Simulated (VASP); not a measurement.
# Hg (Fm-3m) in VASP: a series of runs, part 2 of 2

VASP 6.6.1. Earlier steps stand in the parts before.

## (3) Single point, PBE

This run uses another cell than the first one, of 32.01 Å³/atom.

INCAR

```
  PREC = Accurate
  ENCUT = 520
  EDIFF = 1E-7
  ISMEAR = -1
  SIGMA = 0.1
  LREAL = False
  LASPH = True
  NELM = 60
  ALGO = Normal
  ISIF = 2
  LWAVE = False
  LCHARG = True
  GGA = PE
  LELF = True
  LVHAR = True
  NBANDS = 12
```

KPOINTS

```
regular mesh
0
Gamma
  12 12 12
```

POSCAR

```
Hg
1.0
    0.0000000000      2.5200299249      2.5200299249
    2.5200299249      0.0000000000      2.5200299249
    2.5200299249      2.5200299249      0.0000000000
Hg
1
Direct
    0.0000000000      0.0000000000      0.0000000000
```

Potentials or basis: VASP PAW PBE potentials, release 64 (Hg).

On the command line:

```
$ cat potpaw_PBE.64/Hg/POTCAR > POTCAR
$ mpirun -np 1 vasp_std > vasp.out
```

OUTCAR:

```text
PREC = Accurate
   ENCUT = 520
   EDIFF = 1E-7
   ISMEAR = -1
   LREAL = False
   LASPH = True
   NELM = 60
   ISIF = 2
   GGA = PE

 ion  position               nearest neighbor table
   1  0.000  0.000  0.000-

  LATTYP: Found a face centered cubic cell.
 ALAT       =     5.0400598498

  Lattice vectors:

 A1 = (   0.0000000000,   2.5200299249,   2.5200299249)
 A2 = (   2.5200299249,   0.0000000000,   2.5200299249)
 A3 = (   2.5200299249,   2.5200299249,   0.0000000000)

Analysis of symmetry for initial positions (statically):
=====================================================================
 Subroutine PRICEL returns:
 Original cell was already a primitive cell.

 Routine SETGRP: Setting up the symmetry group for a
 face centered cubic supercell.

 Subroutine GETGRP returns: Found 48 space group operations
 (whereof 48 operations were pure point group operations)
 out of a pool of 48 trial point group operations.

The static configuration has the point symmetry O_h .

Analysis of symmetry for dynamics (positions and initial velocities):
=====================================================================
 Subroutine PRICEL returns:
 Original cell was already a primitive cell.

 Routine SETGRP: Setting up the symmetry group for a
 face centered cubic supercell.

 Subroutine GETGRP returns: Found 48 space group operations
 (whereof 48 operations were pure point group operations)
 out of a pool of 48 trial point group operations.

The dynamic configuration has the point symmetry O_h .

 Subroutine INISYM returns: Found 48 space group operations
 (whereof 48 operations are pure point group operations),
 and found     1 'primitive' translations

----------------------------------------------------------------------------------------
[... 114 lines left out ...]
  Thomas-Fermi vector in A             =   2.316756
   LORBIT       =      0    0 simple, 1 ext, 2 COOP (PROOUT), +10 PAW based schemes
   GGA     = PE    functional components
   LHFCALC =     F    Hartree Fock is set to
   AEXX    =    0.0000 exact exchange contribution
   IVDW    =     0    specifies the selected vdW correction
   LEPSILON=     F    determine dielectric tensor
   LRPA    =     F    only Hartree local field effects (RPA)
 non-spin polarized calculation
  energy-cutoff  :      520.00
  volume of cell :       32.01
 maximum number of plane-waves:       883
   NGX = 13   NGY = 13   NGZ = 13

 number of electron      12.0000001 magnetization

 Free energy of the ion-electron system (eV)
  ---------------------------------------------------
  ext. energy  EPLUGINS =         0.00000000
  ---------------------------------------------------
  free energy    TOTEN  =        -0.17596170 eV

  energy without entropy =       -0.17310136  energy(sigma->0) =       -0.17453153

 E-fermi :   0.3648     XC(G=0):  -9.2238

 val. band max:        0.2958538761   @ k =   0.5000   0.0000   0.0000
 cond. band min:       0.6700023335   @ k =   0.5000   0.0833   0.0000
 fundamental gap:      0.3741484575
 Fermi energy:         0.3647503921

 k-point     1 :       0.0000    0.0000    0.0000
  band No.  band energies     occupation
      1      -6.1704      2.00000
      2      -5.5081      2.00000
      3      -5.5081      2.00000
      4      -5.5081      2.00000
      5      -5.1782      2.00000
      6      -5.1782      2.00000
      7      12.7576      0.00000
      8      12.7576      0.00000
      9      12.7576      0.00000
     10      13.5616      0.00000
     11      16.3854      0.00000
     12      17.3361      0.00000
[... 331 lines left out ...]
 k-point    24 :      -0.4167    0.1667    0.0000
  band No.  band energies     occupation
      1      -5.7801      2.00000
      2      -5.5360      2.00000
      3      -5.3728      2.00000
      4      -5.0815      2.00000
      5      -4.9312      2.00000
      6      -1.2674      2.00000
      7       1.1721      0.00062
      8       7.4630      0.00000
      9       9.9330      0.00000
     10      12.1544      0.00000
     11      16.7367      0.00000
     12      17.3286      0.00000

 [... further k-points ...]

------------------------ aborting loop because EDIFF is reached ----------------------------------------

  FORCE on cell =-STRESS in cart. coord.  units (eV):
  Direction    XX          YY          ZZ          XY          YZ          ZX
  --------------------------------------------------------------------------------------
  -------------------------------------------------------------------------------------
  Total        0.0010136      0.0010136      0.0010136     -0.0000000     -0.0000000      0.0000000
  in kB        0.0507361      0.0507361      0.0507361     -0.0000000     -0.0000000      0.0000000
  external PRESSURE =       0.0507361 kB  Pullay stress =       0.0000000 kB

 VOLUME and BASIS-vectors are now :
 -----------------------------------------------------------------------------
  energy-cutoff  :      520.00
  volume of cell :       32.01
      direct lattice vectors                 reciprocal lattice vectors
     0.000000000  2.520029925  2.520029925    -0.198410342  0.198410342  0.198410342
     2.520029925  0.000000000  2.520029925     0.198410342 -0.198410342  0.198410342
     2.520029925  2.520029925  0.000000000     0.198410342  0.198410342 -0.198410342

 POSITION                                       TOTAL-FORCE (eV/Angst)
 -----------------------------------------------------------------------------------
      0.00000      0.00000      0.00000         0.000000     -0.000000     -0.000000
 -----------------------------------------------------------------------------------
    total drift:                               -0.000000     -0.000000     -0.000000

  FREE ENERGIE OF THE ION-ELECTRON SYSTEM (eV)
  ---------------------------------------------------
  free  energy   TOTEN  =        -0.1759617048 eV

  energy  without entropy=       -0.1731013597  energy(sigma->0) =       -0.17453153
```

It took 47 s on 1 thread of Intel Xeon 8259CL, shared host; peak memory 0.17 GiB.

Results:

```
Free energy : -0.1760 eV
Pressure    : 0.0 GPa
```

Caveat: spin-orbit coupling is left out, which moves the levels of the heavy elements.

## (4) Single point, PBE (35.85 Å³/atom)

This run uses another cell than the first one, of 35.85 Å³/atom.

INCAR

```
  ALGO = Normal
  EDIFF = 1E-6
  ENCUT = 520
  GGA = PE
  ISIF = 2
  ISMEAR = -1
  LASPH = T
  LCHARG = F
  LREAL = F
  LWAVE = F
  NBANDS = 12
  NELM = 80
  PREC = Accurate
  SIGMA = 0.1
```

KPOINTS

```
k-points
0
Gamma
  12 12 12
```

POSCAR

```
Hg
1.0
    0.0000000000      2.6170481043      2.6170481043
    2.6170481043      0.0000000000      2.6170481043
    2.6170481043      2.6170481043      0.0000000000
Hg
1
Direct
    0.0000000000      0.0000000000      0.0000000000
```

On the command line:

```
$ cat potpaw_PBE.64/Hg/POTCAR > POTCAR
$ mpirun -np 1 vasp_std > vasp.out
```

Run time: 42 s. Hardware: 1 thread of Intel Xeon 8259CL, shared host; peak memory 0.17 GiB.

Results (log left out):

```yaml
Free_energy: -0.1713 eV
Pressure: -0.5 GPa
Band_gap_on_the_k_mesh: 0.82 eV (least direct gap 1.77 eV)
```

Levels at points of the mesh, in eV from the valence-band top:
```tsv
k point	band 3	band 4	band 5	band 6	band 7	band 8	band 9	band 10
(0.00, 0.00, 0.00)	-5.16	-5.16	-4.90	-4.90	11.97	11.97	11.97	13.41
(0.50, 0.00, 0.00)	-5.15	-4.68	-4.68	-1.32	0.82	10.26	10.26	12.76
(0.50, 0.50, 0.00)	-4.69	-4.62	-4.62	-0.02	1.76	6.77	6.77	9.81
```

Caveat: spin-orbit coupling is left out, which moves the levels of the heavy elements. A k mesh can miss the band edges.

## (5) Summary

| cell | gap on the mesh (eV) | pressure (GPa) |
| --- | --- | --- |
| a = 3.415 Å, angles 60.0°, 1 atom | none | 0.7 |
| a = 3.564 Å, angles 60.0°, 1 atom | - | 0.0 |
| a = 3.701 Å, angles 60.0°, 1 atom | 0.82 | -0.5 |

Alike in all rows: task single point; level PBE; potentials or basis VASP PAW PBE potentials, release 64 (Hg); no spin polarisation; k mesh 12 × 12 × 12; cutoff (eV) 520; smearing fermi-dirac 0.1 eV.

Caveats: spin-orbit coupling is left out, which moves the levels of the heavy elements.

Absolute energies hang on the potentials; compare differences alone.
